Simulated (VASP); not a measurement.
Here is a VASP 6.6.1 calculation.

The input INCAR:

```
PREC = Accurate ; ENCUT = 520
EDIFF = 1E-6 ; ISMEAR = 1
SIGMA = 0.2 ; LREAL = False
LASPH = True ; NELM = 100
ALGO = Normal ; ISIF = 2
LWAVE = False ; LCHARG = False
GGA = PS ; NBANDS = 18
```

File KPOINTS:

```
regular mesh
0
Gamma
  14 14 14
```

The input POSCAR:

```
Si2W
1.0
   -1.6069000000      1.6069000000      3.9149500000
    1.6069000000     -1.6069000000      3.9149500000
    1.6069000000      1.6069000000     -3.9149500000
Si W
2 1
Direct
    0.3347000000      0.3347000000      0.0000000000
    0.6653000000      0.6653000000      0.0000000000
    0.0000000000      0.0000000000      0.0000000000
```

Potentials or basis: VASP PAW PBE potentials, release 64 (Si, W_sv).

Run with:

```bash
$ cat potpaw_PBE.64/Si/POTCAR potpaw_PBE.64/W_sv/POTCAR > POTCAR
$ mpirun -np 1 vasp_std > vasp.out
```

**Question.** Estimate the band gap on the k mesh.

**Answer.** Zero (bands 11 and 12 overlap by 1.26 eV).

**Question.** What does it give for the largest force?

**Answer.** 0.010 eV/Å.

**Question.** Predict the pressure.

**Answer.** -1.7 GPa.

Stress tensor (GPa, compression positive):
```
-1.80  0.00  0.00
 0.00 -1.80  0.00
 0.00  0.00 -1.45
```

Caveat: the PAW data sets were made with another functional, which shifts forces and pressure a little; spin-orbit coupling is left out, which moves the levels of the heavy elements.
